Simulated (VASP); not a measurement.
Be: relaxation of cell and atoms with revPBE

Crystal: Be.

```
Be
1.0
     2.29012    0.00876   -0.00324
    -1.13747    1.97738    0.00026
    -0.00507   -0.00245    3.57197
Be
2
Direct
  0.66667 0.33333 0.75000
  0.33333 0.66667 0.25000
```

This cell differs from its parent crystal: the cell strained at random.

| Property | Result |
| --- | --- |
| Program | VASP 6.6.1 |
| Task | relaxation of cell and atoms |
| Functional | revPBE |
| Potentials or basis | VASP PAW PBE potentials, release 64 (Be) |
| Cutoff | 600 eV |
| k mesh | 13 × 13 × 8 |
| Occupations | methfessel-paxton, width 0.1 eV |
| Spin | no spin polarisation |
| Dipole correction | no |
| Further INCAR settings | ALGO = Fast; EDIFF = 1e-06; IBRION = 2; EDIFFG = -0.01; NSW = 60; ISIF = 3 |

```json
{
  "Relaxed volume": "8.09 Å³/atom",
  "Relaxed cell": "a = 2.286 Å, b = 2.285 Å, c = 3.578 Å, α = 90.00°, β = 89.97°, γ = 119.97°",
  "Space group after relaxing (to 0.1 Å)": "P6_3/mmc (No. 194)",
  "Energy gained by relaxing": "0.3 meV/atom",
  "Ionic steps": "3",
  "Pressure after relaxing": "0.0 GPa",
  "Largest force after relaxing": "0.007 eV/Å",
  "Band gap on the k mesh": "zero (bands 2 and 3 overlap by 1.64 eV)"
}
```

Forces on the atoms (eV/Å):
```
Be  -0.007 -0.001  0.000
Be   0.007  0.001  0.000
```

Stress tensor (GPa, compression positive):
```
-0.06 -0.04 -0.11
-0.04 -0.03 -0.05
-0.11 -0.05  0.03
```

Step by step:
| step | energy change (eV) | largest force (eV/Å) | pressure (GPa) | volume (Å³) |
| --- | --- | --- | --- | --- |
| 1 | 0.0000 | 0.0186 | -0.13 | 16.21 |
| 2 | -0.0005 | 0.0006 | -0.06 | 16.20 |
| 3 | -0.0006 | 0.0072 | -0.02 | 16.19 |

Final structure:
```
Be
1.0
     2.28580    0.00079    0.00070
    -1.14221    1.97884   -0.00006
     0.00108    0.00052    3.57833
Be
2
Direct
  0.66726 0.33341 0.75001
  0.33274 0.66659 0.24999
```

Levels at points of the mesh, in eV from the Fermi level:
```csv
k point,band 1,band 2,band 3,band 4,band 5,band 6
"(0.00, 0.00, 0.00)",-11.13,-4.16,1.23,15.84,15.88,18.70
"(0.00, 0.00, 0.50)",-8.96,-8.96,10.85,10.85,17.50,17.51
```

Wall time 46 s on 1 thread of Intel(R) Xeon(R) Platinum 8488C (Sapphire Rapids), on a shared host, peak memory 0.19 GiB.

Caveat: the cell differs from its parent crystal (the cell strained at random); the PAW data sets were made with another functional, which shifts forces and pressure a little.
